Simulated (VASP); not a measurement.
Wanted: the native input for a VASP 6.6.1 run.

| Property | Result |
| --- | --- |
| Task | relaxation of cell and atoms |
| Functional | LDA |
| Potentials or basis | VASP PAW LDA potentials, release 64 (W_sv) |
| Cutoff | 500 eV |
| k mesh | 10 × 10 × 10 |
| Occupations | fermi-dirac, width 0.1 eV |
| Spin | no spin polarisation |
| Dipole correction | no |
| Further INCAR settings | ALGO = Normal; EDIFF = 1e-07; IBRION = 2; EDIFFG = -0.02; NSW = 80; ISIF = 3 |

The structure of W lies in POSCAR:

```
W
1.0
    0.0000000000      1.9857691027      1.9857691027
    1.9857691027      0.0000000000      1.9857691027
    1.9857691027      1.9857691027      0.0000000000
W
1
Direct
    0.0000000000      0.0000000000      0.0000000000
```

These files were run (other wordings do the same):

INCAR

```
SYSTEM = W
  PREC = Accurate
  ENCUT = 500
  EDIFF = 1E-7
  ISMEAR = -1
  SIGMA = 0.1
  LREAL = .FALSE.
  LASPH = .TRUE.
  NELM = 120
  ALGO = Normal
  ISIF = 3
  LWAVE = .FALSE.
  LCHARG = .FALSE.
  GGA = CA
  IBRION = 2
  NSW = 80
  EDIFFG = -0.02
  GGA_COMPAT = .FALSE.
  NELMIN = 4
```

KPOINTS

```
Automatic mesh
0
G
  10 10 10
  0 0 0
```

Potentials or basis: VASP PAW LDA potentials, release 64 (W_sv).

Command:

```sh
$ cat potpaw_LDA.64/W_sv/POTCAR > POTCAR
$ mpirun -np 1 vasp_std > vasp.out
```

Results of the run:

```yaml
Relaxed_volume: 15.79 Å³/atom
Relaxed_cell: a = 2.816 Å, b = 2.816 Å, c = 2.816 Å, α = 60.00°, β = 60.00°, γ = 60.00°
Space_group_after_relaxing_to_0.05_Å: Fm-3m (No. 225)
Energy_gained_by_relaxing: 1.1 meV/atom
Ionic_steps: 3
Pressure_after_relaxing: 0.0 GPa
Band_gap_on_the_k_mesh: zero (band 7 reaches 14.31 eV, above the bottom of band 8 at 10.26 eV)
```

Caveat: spin-orbit coupling is left out, which moves the levels of the heavy elements.

Wall time 8.8 s on 1 thread of Intel(R) Xeon(R) Platinum 8559C (Emerald Rapids), on a shared host, peak memory 0.13 GiB.
